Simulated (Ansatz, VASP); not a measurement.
# Two plane-wave programs on Ti

```xyz
2
Lattice="2.9391 0.0000 0.0000 -1.4695 2.5453 0.0000 0.0000 0.0000 4.6560" Properties=species:S:1:pos:R:3 pbc="T T T"
Ti    0.0000    1.6969    1.1640
Ti    1.4695    0.8484    3.4920
```

Alike in both runs: task single point; functional PBE; k mesh 12 × 12 × 7; occupations fermi-dirac, width 1 eV; no spin polarisation.

```csv
,VASP,Ansatz
version,VASP 6.6.1,Ansatz 0.2.0
potentials or method,"VASP PAW PBE potentials, release 64 (Ti_sv), cutoff 520 eV","plane waves (420 eV) with PAW, scalar-relativistic"
valence electrons in the cell,24,24
```

|  | VASP | Ansatz | Ansatz less VASP |
| --- | --- | --- | --- |
| pressure (GPa) | 17.2 | 17.7 | +0.52 |
| traceless stress, the component that is largest in VASP (GPa) | 2.34 | 2.42 | +0.076 |
